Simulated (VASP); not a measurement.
Wanted: the native input for a VASP 6.6.1 run.

- Task: single point
- Functional: PBEsol
- Potentials or basis: VASP PAW PBE potentials, release 64 (Sb)
- Cutoff: 520 eV
- k mesh: 9 × 9 × 5
- Occupations: fermi-dirac, width 0.05 eV
- Spin: no spin polarisation
- Dipole correction: no
- Further INCAR settings: ALGO = Normal; EDIFF = 1e-06; NBANDS = 12

The structure of Sb lies in POSCAR:

```
Sb
1.0
    3.3767485125      0.0000000000      0.0000000000
   -1.6883742563      2.9243499940      0.0000000000
    0.0000000000      0.0000000000      5.5063879352
Sb
2
Direct
    0.6666666667      0.3333333333      0.7500000000
    0.3333333333      0.6666666667      0.2500000000
```

This cell differs from its parent crystal: volume scaled by 1.02.

The input as run:

INCAR

```
SYSTEM = Sb
PREC = Accurate
ENCUT = 520
EDIFF = 1E-6
ISMEAR = -1
SIGMA = 0.05
LREAL = .FALSE.
LASPH = .TRUE.
NELM = 60
ALGO = Normal
ISIF = 2
LWAVE = .FALSE.
LCHARG = .TRUE.
GGA = PS
LELF = .TRUE.
LVHAR = .TRUE.
NBANDS = 12
```

KPOINTS

```
Automatic mesh
0
G
  9 9 5
  0 0 0
```

Potentials or basis: VASP PAW PBE potentials, release 64 (Sb).

Run with:

```sh
$ cat potpaw_PBE.64/Sb/POTCAR > POTCAR
$ mpirun -np 1 vasp_std > vasp.out
```

It gave:

| Quantity | Value |
| --- | --- |
| Pressure | -2.8 GPa |
| Band gap on the k mesh | zero (band 5 reaches 12.30 eV, above the bottom of band 6 at 5.55 eV) |

Caveat: the PAW data sets were made with another functional, which shifts forces and pressure a little; spin-orbit coupling is left out, which moves the levels of the heavy elements.

Wall time 31 s on 1 thread of AMD EPYC 7R13, with other jobs on the host, peak memory 0.17 GiB.
